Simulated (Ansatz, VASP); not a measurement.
TaNb3F2 in VASP and in Ansatz

```
CELL_PARAMETERS angstrom
3.11367 0.00000 0.00000
0.00000 3.11367 0.00000
0.00000 0.00000 9.86483
ATOMIC_POSITIONS crystal
Ta 0.00000 0.00000 0.00000
Nb 0.00000 0.00000 0.67258
Nb 0.00000 0.00000 0.32742
Nb 0.50000 0.50000 0.50000
F 0.50000 0.50000 0.88210
F 0.50000 0.50000 0.11790
```

Change from the starting cell: species swapped into the Er2Mg3Ru type (P4/mmm, No. 123).

Alike in both runs: functional PBE; k mesh 12 × 12 × 4; occupations gaussian, width 0.1 eV; no spin polarisation.

Ansatz relaxed the structure, and its values are those at the end. VASP's run is a single point on that final structure, the one shown.

```csv
,VASP,Ansatz
version,VASP 6.6.1,Ansatz 0.2.0
potentials or method,"VASP PAW PBE potentials, release 64 (Ta_pv, Nb_sv, F), cutoff 520 eV","scalar-relativistic, plane waves, PAW"
valence electrons in the cell,64,66
```

```csv
,VASP,Ansatz,Ansatz less VASP
gap on the k mesh at the Fermi level (eV),none,none,-
pressure (GPa),-0.3,0.0,+0.27
rms of the force components (eV/Å),0.007,0.001,-0.0070
```

A gap of «none» marks a metal or a gap that the smearing closes. VASP's potentials hold 64 valence electrons a cell and Ansatz's 66, so a difference there can come from the potentials and not from the codes.

Neither program's run includes spin-orbit coupling.
